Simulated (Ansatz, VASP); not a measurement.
# Two plane-wave programs on WS2

INCAR

```
ALGO = Normal
EDIFF = 1E-7
EDIFFG = -0.01
ENCUT = 450
GGA = PE
GGA_COMPAT = False
IBRION = 2
ISIF = 2
ISMEAR = 0
IVDW = 12
LASPH = True
LCHARG = False
LREAL = False
LWAVE = False
NELM = 120
NELMIN = 4
NSW = 50
PREC = Accurate
SIGMA = 0.05
```

Contents of KPOINTS:

```
k-points
0
Gamma
  12 12 2
```

The input POSCAR:

```
WS2
1.0
    3.1598870966      0.0000000000      0.0000000000
   -1.5799435483      2.7365424987      0.0000000000
    0.0000000000      0.0000000000     16.9398491549
W S
1 2
Direct
    0.3333333333      0.6666666667      0.0000000000
    0.6666666667      0.3333333333      0.9069649217
    0.6666666667      0.3333333333      0.0930350783
```

Input for Ansatz:

```yaml
crystal:
  lattice:
    - [3.1598870966, 0.0, 0.0]
    - [-1.5799435483, 2.7365424987, 0.0]
    - [0.0, 0.0, 16.9398491549]
  atoms:
    - { symbol: W, position: [0.3333333333, 0.6666666667, 0.0] }
    - { symbol: S, position: [0.6666666667, 0.3333333333, 0.9069649217] }
    - { symbol: S, position: [0.6666666667, 0.3333333333, 0.0930350783] }
basis:
  ecutwfc: 420
kpoints:
  mp_grid: { grid: [12, 12, 2] }
hamiltonian:
  xc: pbe
  pseudopotentials: { kind: paw, azcp: { folder: soft_1 } }
  dispersion: d3bj
scf:
  occupations: { method: gaussian, width: 0.05 }
output:
  forces: true
  stress: true
  eigenvalues: true
relax:
  adjacent_minimum: "off"
  f_tol: 0.01
  max_steps: 30
```

Alike in both runs: task relaxation of the atoms; functional PBE; dispersion D3(BJ); k mesh 12 × 12 × 2; occupations gaussian, width 0.05 eV; no spin polarisation.

|  | VASP | Ansatz |
| --- | --- | --- |
| version | VASP 6.6.1 | Ansatz 0.2.0 |
| potentials or method | VASP PAW PBE potentials, release 64 (W_sv, S), cutoff 450 eV | scalar-relativistic, plane waves, PAW |
| valence electrons in the cell | 26 | 26 |

|  | VASP | Ansatz | Ansatz less VASP |
| --- | --- | --- | --- |
| gap on the k mesh at the Fermi level, each at its own relaxed structure (eV) | 1.92 | 1.92 | -0.003 |

Ansatz's warnings: stress scf threshold loose.

Spin-orbit coupling is off throughout. Noted on VASP's run: the relaxation stopped at its first step, so nothing moved.
